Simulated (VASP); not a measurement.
# WC: single point with B3LYP

WC:

```
CELL_PARAMETERS angstrom
2.94475 0.00000 0.00000
-1.47237 2.55023 0.00000
0.00000 0.00000 2.87393
ATOMIC_POSITIONS crystal
W 0.00000 0.00000 0.00000
C 0.66667 0.33333 0.50000
```

```json
{
 "Program": "VASP 6.6.1",
 "Task": "single point",
 "Functional": "B3LYP",
 "Potentials or basis": "VASP PAW PBE potentials, release 64 (W_sv, C)",
 "Cutoff": "520 eV",
 "k mesh": "5 × 5 × 5",
 "Occupations": "fermi-dirac, width 0.05 eV",
 "Spin": "no spin polarisation",
 "Dipole correction": "no",
 "Grid for exact exchange (PRECFOCK)": "Normal",
 "Further INCAR settings": "ALGO = Normal; EDIFF = 1e-06; NBANDS = 16",
 "Share of exact exchange": "0.2"
}
```

- Pressure: -5.4 GPa
- Band gap on the k mesh: zero (bands 9 and 10 overlap by 1.41 eV)

Stress tensor (GPa, compression positive):
```
 -3.08   0.00   0.00
  0.00  -3.08   0.00
  0.00   0.00 -10.13
```

Levels at points of the mesh, in eV from the Fermi level:
| k point | band 6 | band 7 | band 8 | band 9 | band 10 | band 11 | band 12 | band 13 |
| --- | --- | --- | --- | --- | --- | --- | --- | --- |
| (0.00, 0.00, 0.00) | -5.12 | -4.21 | -4.21 | -0.53 | 3.52 | 3.52 | 6.08 | 6.08 |

Run time: 21 min on 1 thread of Intel Xeon 8259CL (shared host), peak memory 0.16 GiB.

Caveat: the k points lie up to 0.49 Å⁻¹ apart, too coarse for converged energies and pressures of a metal; the PAW data sets were made with another functional, which shifts forces and pressure a little; spin-orbit coupling is left out, which moves the levels of the heavy elements.
